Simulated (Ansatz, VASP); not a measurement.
**Si: VASP beside Ansatz**

INCAR

```
ALGO     = Normal         # electronic algorithm
EDIFF    = 1E-6           # SCF threshold, eV
ENCUT    = 520            # plane-wave cutoff, eV
GGA      = CA             # functional
ISIF     = 2              # what is computed and relaxed
ISMEAR   = -1             # smearing method
LASPH    = T              # aspherical terms in the spheres
LCHARG   = F              # write CHGCAR
LREAL    = F              # projectors in reciprocal space
LWAVE    = F              # write WAVECAR
NBANDS   = 11             # bands
NELM     = 60             # most SCF steps
PREC     = Accurate       # precision mode
SIGMA    = 0.08           # smearing width, eV
```

The input KPOINTS:

```
k-points
0
Gamma
  12 12 12
```

Contents of POSCAR:

```
Si
1.0
    0.0000000000      2.0386233975      2.0386233975
    2.0386233975      0.0000000000      2.0386233975
    2.0386233975      2.0386233975      0.0000000000
Si
2
Direct
   -0.1250000000     -0.1250000000     -0.1250000000
    0.1250000000      0.1250000000      0.1250000000
```

Input for Ansatz:

```yaml
crystal:
  lattice:
    - [0.0, 2.0386233975, 2.0386233975]
    - [2.0386233975, 0.0, 2.0386233975]
    - [2.0386233975, 2.0386233975, 0.0]
  atoms:
    - { symbol: Si, position: [-0.125, -0.125, -0.125] }
    - { symbol: Si, position: [0.125, 0.125, 0.125] }
kpoints:
  mp_grid: { grid: [12, 12, 12] }
  band_path:
    path:
      - [0.0, 0.0, 0.0]
      - [0.5, 0.0, 0.5]
      - [0.625, 0.25, 0.625]
      - [0.375, 0.375, 0.75]
      - [0.0, 0.0, 0.0]
      - [0.5, 0.5, 0.5]
      - [0.5, 0.25, 0.75]
      - [0.5, 0.0, 0.5]
    npoints: 8
scf:
  occupations: { method: fermi_dirac, width: 0.08 }
hamiltonian:
  xc: lda
  pseudopotentials: { kind: all_electron, lapw: { basis_error: 0.001 } }
output:
  forces: true
  stress: true
  eigenvalues: true
  populations: true
  dos: { projected: true, de: 0.2, e_range: [-14, 8] }
```

Change from the starting cell: volume scaled by 0.43, LAPW.

Alike in both runs: task single point; functional LDA; k mesh 12 × 12 × 12; occupations fermi-dirac, width 0.08 eV; no spin polarisation.

```csv
,VASP,Ansatz
version,VASP 6.6.1,Ansatz 0.2.0
potentials or method,"VASP PAW LDA potentials, release 64 (Si), cutoff 520 eV","all-electron LAPW, scalar-relativistic"
```

```tsv
	VASP	Ansatz	Ansatz less VASP
pressure (GPa)	398.4	396.0	-2.34
```

LDA's correlation is that of Perdew and Zunger in VASP and of Perdew and Wang (1992) in Ansatz. Both programs put the cell under a high pressure, so it lies far from rest at this level. Ansatz ran all-electron here, and VASP with PAW potentials.

Noted on VASP's run: the cell as given lies far from equilibrium.
